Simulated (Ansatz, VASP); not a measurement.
# Ge: VASP beside Ansatz

Contents of INCAR:

```
  PREC = Accurate
  ENCUT = 520
  EDIFF = 1E-6
  ISMEAR = 0
  SIGMA = 0.014
  LREAL = F
  LASPH = T
  NELM = 100
  ALGO = Normal
  ISIF = 2
  LWAVE = F
  LCHARG = T
  GGA = PE
  LELF = T
  LVHAR = T
  NBANDS = 36
```

Contents of KPOINTS:

```
Automatic mesh
0
Gamma
  8 8 4
```

POSCAR

```
Ge
1.0
    3.9975858431      0.0000000000      0.0000000000
   -1.9987929216      3.4620108940      0.0000000000
    0.0000000000      0.0000000000      6.5993779500
Ge
4
Direct
    0.3333333333      0.6666666667      0.9370987500
    0.6666666667      0.3333333333      0.4370987500
    0.3333333333      0.6666666667      0.5629012500
    0.6666666667      0.3333333333      0.0629012500
```

input.yaml

```yaml
crystal:
  lattice:
    - [3.9975858431, 0.0, 0.0]
    - [-1.9987929216, 3.462010894, 0.0]
    - [0.0, 0.0, 6.59937795]
  atoms:
    - { symbol: Ge, position: [0.3333333333, 0.6666666667, 0.93709875] }
    - { symbol: Ge, position: [0.6666666667, 0.3333333333, 0.43709875] }
    - { symbol: Ge, position: [0.3333333333, 0.6666666667, 0.56290125] }
    - { symbol: Ge, position: [0.6666666667, 0.3333333333, 0.06290125] }
hamiltonian:
  xc: pbe
  pseudopotentials: { kind: paw }
kpoints:
  mp_grid: { grid: [8, 8, 4] }
scf:
  occupations: { method: gaussian, width: 0.014 }
output:
  forces: true
  stress: true
  eigenvalues: true
  write_density: true
  write_potential: true
  elf: true
  volumetric_format: npy
```

Alike in both runs: task single point; functional PBE; k mesh 8 × 8 × 4; occupations gaussian, width 0.014 eV; no spin polarisation.

|  | VASP | Ansatz |
| --- | --- | --- |
| version | VASP 6.6.1 | Ansatz 0.2.0 |
| potentials or method | VASP PAW PBE potentials, release 64 (Ge_d) | Ansatz PAW |
| plane-wave cutoff (eV) | 520 | 420 |
| valence electrons in the cell | 56 | 56 |

|  | VASP | Ansatz | Ansatz less VASP |
| --- | --- | --- | --- |
| gap on the k mesh at the Fermi level (eV) | 0.12 | 0.13 | +0.005 |
| least direct gap on the mesh (eV) | 0.12 | 0.13 | +0.005 |
| pressure (GPa) | 2.9 | 3.0 | +0.10 |
| traceless stress, the component that is largest in VASP (GPa) | -0.15 | -0.15 | -0.002 |
| rms of the force components (eV/Å) | 0.011 | 0.011 | -0.0001 |

Atom by atom the forces differ by 0.000 eV/Å (rms over components). With one functional, cell and mesh, what is left measures potentials, basis and numerics.
